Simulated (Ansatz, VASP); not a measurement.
## HPbNO4 in VASP and in Ansatz

The input POSCAR:

```
HPbNO4
1.0
    3.8570700000      0.0017800000     -0.0365800000
    0.1735300000      4.3343600000     -0.0164700000
    0.7580300000      0.8387300000      5.8766200000
H Pb N O
1 1 1 4
Direct
    0.6151100000      0.8955900000      0.1984400000
    0.6459700000      0.4465100000      0.9168500000
    0.7147400000      0.2381000000      0.5005800000
    0.1695800000      0.4700700000      0.7776800000
    0.6291900000      0.9704500000      0.4984500000
    0.5642400000      0.9258300000      0.0384900000
    0.7802200000      0.4225000000      0.3195100000
```

INCAR.step1

```
SYSTEM = HPbNO4
ALGO = Normal
EDIFF = 1E-5
ENCUT = 520
GGA = PE
ISIF = 2
ISMEAR = -1
LASPH = .TRUE.
LCHARG = .FALSE.
LREAL = .FALSE.
LWAVE = .TRUE.
NBANDS = 31
NELM = 80
PREC = Accurate
SIGMA = 0.05
```

Contents of INCAR.step2:

```
SYSTEM = HPbNO4
AEXX = 0.25
ALGO = Normal
EDIFF = 1E-7
ENCUT = 520
GGA = PE
ISIF = 2
ISMEAR = -1
ISTART = 1
LASPH = .TRUE.
LCHARG = .FALSE.
LHFCALC = .TRUE.
LREAL = .FALSE.
LWAVE = .FALSE.
NBANDS = 31
NELM = 80
PREC = Accurate
PRECFOCK = Fast
SIGMA = 0.05
```

File KPOINTS:

```
k-points
0
G
  3 3 2
  0 0 0
```

File input.yaml:

```yaml
crystal:
  lattice:
    - [3.85707, 0.00178, -0.03658]
    - [0.17353, 4.33436, -0.01647]
    - [0.75803, 0.83873, 5.87662]
  atoms:
    - { symbol: H, position: [0.61511, 0.89559, 0.19844] }
    - { symbol: Pb, position: [0.64597, 0.44651, 0.91685] }
    - { symbol: "N", position: [0.71474, 0.2381, 0.50058] }
    - { symbol: O, position: [0.16958, 0.47007, 0.77768] }
    - { symbol: O, position: [0.62919, 0.97045, 0.49845] }
    - { symbol: O, position: [0.56424, 0.92583, 0.03849] }
    - { symbol: O, position: [0.78022, 0.4225, 0.31951] }
hamiltonian:
  xc: pbe0
  pseudopotentials: { kind: paw }
kpoints:
  mp_grid: { grid: [3, 3, 2] }
scf:
  occupations: { method: fermi_dirac, width: 0.05 }
output:
  forces: true
  stress: true
  eigenvalues: true
  write_density: true
  write_potential: true
  elf: true
  volumetric_format: npy
```

Alike in both runs: task single point; functional PBE0; k mesh 3 × 3 × 2; occupations fermi-dirac, width 0.05 eV; no spin polarisation.

```csv
,VASP,Ansatz
version,VASP 6.6.1,Ansatz 0.2.0
potentials or method,"VASP PAW PBE potentials, release 64 (H, Pb_d, N, O)",Ansatz PAW
plane-wave cutoff (eV),520,420
valence electrons in the cell,44,44
```

|  | VASP | Ansatz | Ansatz less VASP |
| --- | --- | --- | --- |
| gap on the k mesh at the Fermi level (eV) | 1.48 | 1.39 | -0.095 |
| least direct gap on the mesh (eV) | 1.56 | 1.45 | -0.110 |
| pressure (GPa) | -5.8 | -6.6 | -0.82 |
| traceless stress, the component that is largest in VASP (GPa) | -0.66 | -1.20 | -0.538 |
| rms of the force components (eV/Å) | 0.280 | 0.462 | +0.1822 |

Atom by atom the forces differ by 0.247 eV/Å (rms over components). One of these differences is far larger than is usual between the two programs; its cause wasn't traced.

The k mesh is coarse, so the values compare programs but aren't converged. Neither program's run includes spin-orbit coupling. Noted on VASP's run: the standard files for N, O and F lose accuracy on very short bonds. Noted on Ansatz's run: odd divisions of the mesh miss points on the zone boundary, where band edges often lie, so the gap on the mesh can be too wide.
